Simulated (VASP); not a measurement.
Sb2N, 3 atoms in the cell. The structure is tetragonal, space group P4/mmm (No. 123). The conventional cell has a = 3.405 Å, b = 3.405 Å, c = 4.996 Å, α = 90.00°, β = 90.00°, γ = 90.00°. Within 3.2 Å of Sb (site symmetry 4/mmm) lie 4 N at 2.41 Å. Sb (site symmetry 4/mmm) has 2 N at 2.50 Å within 3.3 Å. N (site symmetry 4/mmm) has 6 Sb at 2.41 to 2.50 Å within 3.2 Å. 

```yaml
Program: VASP 6.6.1
Task: relaxation of cell and atoms
Functional: PBE
Potentials_or_basis: VASP PAW PBE potentials, release 64 (Sb, N)
Cutoff: 600 eV
k_mesh: 6 × 6 × 4
Occupations: gaussian, width 0.1 eV
Spin: no spin polarisation
Dipole_correction: no
Further_INCAR_settings: ALGO = Normal; EDIFF = 1e-07; IBRION = 2; EDIFFG = -0.04; NSW = 90; ISIF = 3
```

Potentials or basis: VASP PAW PBE potentials, release 64 (Sb, N).

Run with:

```bash
$ cat potpaw_PBE.64/Sb/POTCAR potpaw_PBE.64/N/POTCAR > POTCAR
$ mpirun -np 1 vasp_std > vasp.out
```

Hardware: 1 thread of Intel(R) Xeon(R) Platinum 8559C (Emerald Rapids), on a shared host.

Estimate the wall time of this run.

It took 32 s on 1 thread of Intel(R) Xeon(R) Platinum 8559C (Emerald Rapids), with other jobs on the host, peak memory 0.2 GiB. Counts: scf iterations 38, k points 30, ion steps 4.
